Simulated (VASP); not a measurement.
# Hf5S3 (P-6m2) in VASP: relaxation of shape and atoms at fixed volume with PBE

Aim: the relaxation of shape and atoms at fixed volume of Hf5S3 with PBE.

Program: VASP 6.6.1. These are calculated values, not measurements. Logs are shortened: lines on timing, memory, paths and dates and some standing lists are left out, and cuts for length are marked.

## 1. The cell of the first run

Symmetry: P-6m2, No. 187, hexagonal system. Conventional cell: a = 3.426 Å, b = 3.426 Å, c = 15.768 Å, α = 90.00°, β = 90.00°, γ = 120.00°. Hf (site symmetry 3m) has 3 S at 2.71 Å and 10 Hf at 3.17 to 3.61 Å within 3.7 Å. Hf (site symmetry -6m2) has 6 S at 2.65 Å and 8 Hf at 3.43 to 3.61 Å within 3.7 Å. Hf (site symmetry 3m) has 3 S at 2.67 Å and 10 Hf at 3.17 to 3.60 Å within 3.6 Å. Within 3.6 Å of S (site symmetry 3m) lie 6 Hf at 2.65 to 2.71 Å and 7 S at 3.43 to 3.53 Å. S (site symmetry -6m2) has 6 Hf at 2.67 Å and 6 S at 3.43 Å within 3.5 Å.

## 2. Relaxation of shape and atoms at fixed volume, PBE (20.04 Å³/atom)

Input file INCAR:

```
SYSTEM = Hf5S3
PREC = Accurate
ENCUT = 600
EDIFF = 1E-6
ISMEAR = 0
SIGMA = 0.1
LREAL = .FALSE.
LASPH = .TRUE.
NELM = 60
ALGO = Normal
ISIF = 4
LWAVE = .FALSE.
LCHARG = .FALSE.
GGA = PE
IBRION = 2
NSW = 50
EDIFFG = -0.01
```

Input file KPOINTS:

```
regular mesh
0
G
  12 12 2
  0 0 0
```

Input file POSCAR:

```
Hf5S3
1.0
    3.4260465947      0.0000000000      0.0000000000
   -1.7130232974      2.9670433856      0.0000000000
    0.0000000000      0.0000000000     15.7684682627
Hf S
5 3
Direct
    0.0000000000      0.0000000000      0.2291003037
    0.0000000000      0.0000000000      0.7708996963
    0.0000000000      0.0000000000      0.0000000000
    0.3333333333      0.6666666667      0.3859821135
    0.3333333333      0.6666666667      0.6140178865
    0.3333333333      0.6666666667      0.1119197343
    0.3333333333      0.6666666667      0.8880802657
    0.6666666667      0.3333333333      0.5000000000
```

Potentials or basis: VASP PAW PBE potentials, release 64 (Hf_pv, S).

The run is started by

```bash
$ cat potpaw_PBE.64/Hf_pv/POTCAR potpaw_PBE.64/S/POTCAR > POTCAR
$ mpirun -np 1 vasp_std > vasp.out
```

OUTCAR:

```text
SYSTEM = Hf5S3
   PREC = Accurate
   ENCUT = 600
   EDIFF = 1E-6
   ISMEAR = 0
   LREAL = .FALSE.
   LASPH = .TRUE.
   NELM = 60
   ISIF = 4
   GGA = PE
   IBRION = 2
   NSW = 50
   EDIFFG = -0.01

 ion  position               nearest neighbor table
   1  0.000  0.000  0.229-   6 2.71   6 2.71   6 2.71   4 3.17   4 3.17   4 3.17   3 3.61
   2  0.000  0.000  0.771-   7 2.71   7 2.71   7 2.71   5 3.17   5 3.17   5 3.17   3 3.61
   3  0.000  0.000  0.000-   6 2.65   7 2.65   6 2.65   7 2.65   6 2.65   7 2.65   1 3.61   2 3.61

   4  0.333  0.667  0.386-   8 2.67   8 2.67   8 2.67   1 3.17   1 3.17   1 3.17   5 3.60
   5  0.333  0.667  0.614-   8 2.67   8 2.67   8 2.67   2 3.17   2 3.17   2 3.17   4 3.60
   6  0.333  0.667  0.112-   3 2.65   3 2.65   3 2.65   1 2.71   1 2.71   1 2.71
   7  0.333  0.667  0.888-   3 2.65   3 2.65   3 2.65   2 2.71   2 2.71   2 2.71
   8  0.667  0.333  0.500-   4 2.67   5 2.67   4 2.67   5 2.67   4 2.67   5 2.67

  LATTYP: Found a hexagonal cell.
 ALAT       =     3.4260465947
 C/A-ratio  =     4.6025259222

  Lattice vectors:

 A1 = (   3.4260465947,   0.0000000000,   0.0000000000)
 A2 = (  -1.7130232974,   2.9670433856,   0.0000000000)
 A3 = (   0.0000000000,   0.0000000000,  15.7684682627)

Analysis of symmetry for initial positions (statically):
=====================================================================
 Subroutine PRICEL returns:
 Original cell was already a primitive cell.

 Routine SETGRP: Setting up the symmetry group for a
 hexagonal supercell.

 Subroutine GETGRP returns: Found 12 space group operations
 (whereof 12 operations were pure point group operations)
 out of a pool of 24 trial point group operations.

The static configuration has the point symmetry D_3h.

Analysis of symmetry for dynamics (positions and initial velocities):
=====================================================================
 Subroutine PRICEL returns:
 Original cell was already a primitive cell.

 Routine SETGRP: Setting up the symmetry group for a
 hexagonal supercell.

 Subroutine GETGRP returns: Found 12 space group operations
 (whereof 12 operations were pure point group operations)
 out of a pool of 24 trial point group operations.

The dynamic configuration has the point symmetry D_3h.

 Subroutine INISYM returns: Found 12 space group operations
 (whereof 12 operations are pure point group operations),
 and found     1 'primitive' translations

----------------------------------------------------------------------------------------

                                     Primitive cell

  volume of cell :     160.2901

  direct lattice vectors                    reciprocal lattice vectors
     3.426046595  0.000000000  0.000000000     0.291881611  0.168517927  0.000000000
    -1.713023297  2.967043386  0.000000000     0.000000000  0.337035854  0.000000000
     0.000000000  0.000000000 15.768468263     0.000000000  0.000000000  0.063417701

  length of vectors
     3.426046595  3.426046595 15.768468263     0.337035854  0.337035854  0.063417701

  position of ions in fractional coordinates (direct lattice)
     0.000000000  0.000000000  0.229100304
     0.000000000  0.000000000  0.770899696
     0.000000000  0.000000000  0.000000000
     0.333333333  0.666666667  0.385982113
     0.333333333  0.666666667  0.614017887
     0.333333333  0.666666667  0.111919734
     0.333333333  0.666666667  0.888080266
     0.666666667  0.333333333  0.500000000

  ion indices of the primitive-cell ions
   primitive index   ion index
                 1           1
                 2           2
                 3           3
                 4           4
                 5           5
                 6           6
                 7           7
                 8           8

----------------------------------------------------------------------------------------

 KPOINTS: regular mesh

Automatic generation of k-mesh.
 Grid dimensions read from file:
 generate k-points for:   12   12    2

 Generating k-lattice:

  Cartesian coordinates                     Fractional coordinates (reciprocal lattice)
     0.024323468  0.014043161  0.000000000     0.083333333  0.000000000  0.000000000
     0.000000000  0.028086321  0.000000000     0.000000000  0.083333333  0.000000000
     0.000000000  0.000000000  0.031708850     0.000000000  0.000000000  0.500000000

  Length of vectors
     0.028086321  0.028086321  0.031708850

  Shift w.r.t. Gamma in fractional coordinates (k-lattice)
     0.000000000  0.000000000  0.000000000

 Subroutine IBZKPT returns following result:
 ===========================================

 Found     38 irreducible k-points:

 Following reciprocal coordinates:
            Coordinates               Weight
  0.000000  0.000000  0.000000      1.000000
  0.083333  0.000000  0.000000      6.000000
  0.166667  0.000000  0.000000      6.000000
  0.250000  0.000000  0.000000      6.000000
  0.333333  0.000000  0.000000      6.000000
  0.416667 -0.000000  0.000000      6.000000
[... 16 lines left out ...]
  0.250000  0.000000  0.500000      6.000000
  0.333333  0.000000  0.500000      6.000000
 [... further k-points ...]
   k-points           NKPTS =     38   k-points in BZ     NKDIM =     38   number of bands    NBANDS=     40
   number of dos      NEDOS =    301   number of ions     NIONS =      8
   total plane-waves  NPLWV =  98784
   dimension x,y,z NGX =    28 NGY =   28 NGZ =  126
   dimension x,y,z NGXF=    56 NGYF=   56 NGZF=  252
   ions per type =               5   3
   NGX,Y,Z   is equivalent  to a cutoff of  13.59, 13.59, 13.28 a.u.
   NGXF,Y,Z  is equivalent  to a cutoff of  27.17, 27.17, 26.57 a.u.
 SYSTEM =  Hf5S3
   PREC   = accura    normal or accurate (medium, high low for compatibility)
   ISTART =      0    job   : 0-new  1-cont  2-samecut
   ICHARG =      2    charge: 1-file 2-atom 10-const
   ISPIN  =      1    spin polarized calculation?
   LNONCOLLINEAR =      F non collinear calculations
   LSORBIT =      F    spin-orbit coupling
   LASPH  =      T    aspherical Exc in radial PAW
   ENCUT  =  600.0 eV  44.10 Ry    6.64 a.u.   6.84  6.84 31.49*2*pi/ulx,y,z
   NELM   =     60;   NELMIN=  2; NELMDL= -5     # of ELM steps
   EDIFF  = 0.1E-05   stopping-criterion for ELM
   LREAL  =      F    real-space projection
   EDIFFG = -.1E-01   stopping-criterion for IOM
   NSW    =     50    number of steps for IOM
   IBRION =      2    ionic relax: 0-MD 1-quasi-New 2-CG
   NFREE  =      1    steps in history (QN), initial steepest desc. (CG)
   ISIF   =      4    stress and relaxation
   ISYM   =      2    0-nonsym 1-usesym 2-fastsym
   POTIM  = 0.5000    time-step for ionic-motion
   TEBEG  =    0.0;   TEEND  =   0.0 temperature during run
   PSTRESS=    0.0 pullay stress
   NELECT =      68.0000    total number of electrons
   NUPDOWN=      -1.0000    fix difference up-down
   EMIN   =  10.00;   EMAX   =-10.00  energy-range for DOS
   EFERMI =   0.00;   METHOD = LEGACY
   ISMEAR =     0;   SIGMA  =   0.10  broadening in eV -4-tet -1-fermi 0-gaus
   EFERMI_NEDOS =   21; number of points for ismear=-14 and -15
   IALGO  =     38    algorithm
   IMIX   =      4    mixing-type and parameters
     AMIX     =   0.40;   BMIX     =  1.00
     AMIX_MAG =   1.60;   BMIX_MAG =  1.00
  volume/ion in A,a.u.               =      20.04       135.21
  Fermi-wavevector in a.u.,A,eV,Ry     =   1.230105  2.324562 20.587775  1.513159
  Thomas-Fermi vector in A             =   2.364967
   LORBIT       =      0    0 simple, 1 ext, 2 COOP (PROOUT), +10 PAW based schemes
   GGA     = PE    functional components
   LHFCALC =     F    Hartree Fock is set to
   AEXX    =    0.0000 exact exchange contribution
   IVDW    =     0    specifies the selected vdW correction
   LEPSILON=     F    determine dielectric tensor
   LRPA    =     F    only Hartree local field effects (RPA)
 conjugate gradient relaxation of ions
 non-spin polarized calculation
 Gauss-broadening in eV      SIGMA  =   0.10
  energy-cutoff  :      600.00
  volume of cell :      160.29
 maximum number of plane-waves:      5379
 NGX is ok and might be reduce to    28
   NGX = 13   NGY = 13   NGZ = 63

--------------------------------------- Ionic step        1  -------------------------------------------

 number of electron      68.0000003 magnetization

 Free energy of the ion-electron system (eV)
  ---------------------------------------------------
  ext. energy  EPLUGINS =         0.00000000
  ---------------------------------------------------
  free energy    TOTEN  =       -70.67967954 eV

  energy without entropy =      -70.65256116  energy(sigma->0) =      -70.66612035

------------------------ aborting loop because EDIFF is reached ----------------------------------------

  FORCE on cell =-STRESS in cart. coord.  units (eV):
  Direction    XX          YY          ZZ          XY          YZ          ZX
  --------------------------------------------------------------------------------------
  -------------------------------------------------------------------------------------
  Total       -7.2460386     -7.2460386     -7.9611869      0.0000000      0.0000000      0.0000000
  in kB      -72.4276769    -72.4276769    -79.5759314      0.0000000      0.0000000      0.0000000
  external PRESSURE =     -74.8104284 kB  Pullay stress =       0.0000000 kB
[... 153 lines left out ...]
  energy  without entropy=      -70.6546391725  energy(sigma->0) =      -70.66794920

--------------------------------------- Ionic step        5  -------------------------------------------

 number of electron      68.0000004 magnetization

 Free energy of the ion-electron system (eV)
  ---------------------------------------------------
  ext. energy  EPLUGINS =         0.00000000
  ---------------------------------------------------
  free energy    TOTEN  =       -70.68129037 eV

  energy without entropy =      -70.65472282  energy(sigma->0) =      -70.66800659

 E-fermi :   6.1892     XC(G=0): -11.1199

 val. band max:        6.1788248248   @ k =   0.3333   0.0000   0.5000
 cond. band min:       6.1942540648   @ k =   0.3333   0.3333   0.5000
 fundamental gap:      0.0154292400
 Fermi energy:         6.1891536064

 k-point     1 :       0.0000    0.0000    0.0000
  band No.  band energies     occupation
      1     -25.3151      2.00000
      2     -25.2273      2.00000
      3     -25.1562      2.00000
      4     -24.9382      2.00000
      5     -24.9382      2.00000
      6     -24.8664      2.00000
[... 1021 lines left out ...]
     39       8.2801      0.00000
     40       8.5221      0.00000

 [... further k-points ...]

------------------------ aborting loop because EDIFF is reached ----------------------------------------

  FORCE on cell =-STRESS in cart. coord.  units (eV):
  Direction    XX          YY          ZZ          XY          YZ          ZX
  --------------------------------------------------------------------------------------
  -------------------------------------------------------------------------------------
  Total       -7.3928842     -7.3928842     -7.3944268      0.0000000     -0.0000000      0.0000000
  in kB      -73.8954698    -73.8954698    -73.9108891      0.0000000     -0.0000000      0.0000000
  external PRESSURE =     -73.9006096 kB  Pullay stress =       0.0000000 kB
[... 23 lines left out ...]
  FREE ENERGIE OF THE ION-ELECTRON SYSTEM (eV)
  ---------------------------------------------------
  free  energy   TOTEN  =       -70.6812903729 eV

  energy  without entropy=      -70.6547228153  energy(sigma->0) =      -70.66800659

 reached required accuracy - stopping structural energy minimisation
```

It took 11 min on 1 thread of AMD EPYC 9R45 (Zen 5), shared host; peak memory 0.43 GiB.

What came out:

```yaml
Free_energy: -70.6813 eV
Energy_gained_by_relaxing: 0.2 meV/atom
Ionic_steps: 5
Pressure_after_relaxing: -7.4 GPa
Band_gap_on_the_k_mesh: zero (bands 34 and 35 overlap by 0.66 eV)
```

Forces in eV/Å, atoms in the order of the input:
```
Hf   0.000  0.000 -0.002
Hf   0.000  0.000  0.002
Hf   0.000  0.000  0.000
Hf   0.000  0.000 -0.003
Hf   0.000  0.000  0.003
S    0.000  0.000 -0.001
S    0.000  0.000  0.001
S    0.000  0.000  0.000
```

The path:
```tsv
step	energy change (eV)	largest force (eV/Å)	pressure (GPa)	volume (Å³)
1	0.0000	0.0456	-7.48	160.29
2	-0.0014	0.0280	-7.41	160.29
3	-0.0015	0.0242	-7.39	160.29
4	-0.0016	0.0122	-7.39	160.29
5	-0.0016	0.0027	-7.39	160.29
```

Final structure:
```
Hf S
1.0
     3.43208    0.00000    0.00000
    -1.71604    2.97227    0.00000
     0.00000    0.00000   15.71306
Hf S
5 3
Direct
  0.00000 0.00000 0.22904
  0.00000 0.00000 0.77096
  0.00000 0.00000 0.00000
  0.33333 0.66667 0.38623
  0.33333 0.66667 0.61377
  0.33333 0.66667 0.11158
  0.33333 0.66667 0.88842
  0.66667 0.33333 0.50000
```

Levels at points of the mesh, in eV from the Fermi level:
| k point | band 32 | band 33 | band 34 | band 35 | band 36 | band 37 |
| --- | --- | --- | --- | --- | --- | --- |
| (0.00, 0.00, 0.00) | -0.49 | 0.43 | 0.43 | 0.49 | 0.49 | 0.72 |
| (0.50, 0.00, 0.00) | -1.52 | -1.17 | -1.15 | 0.12 | 0.73 | 0.99 |
| (0.00, 0.00, 0.50) | 0.38 | 0.38 | 0.38 | 0.45 | 0.60 | 0.60 |
| (0.50, 0.00, 0.50) | -1.52 | -1.39 | -0.87 | 0.03 | 0.78 | 1.15 |

Caveat: spin-orbit coupling is left out, which moves the levels of the heavy elements.
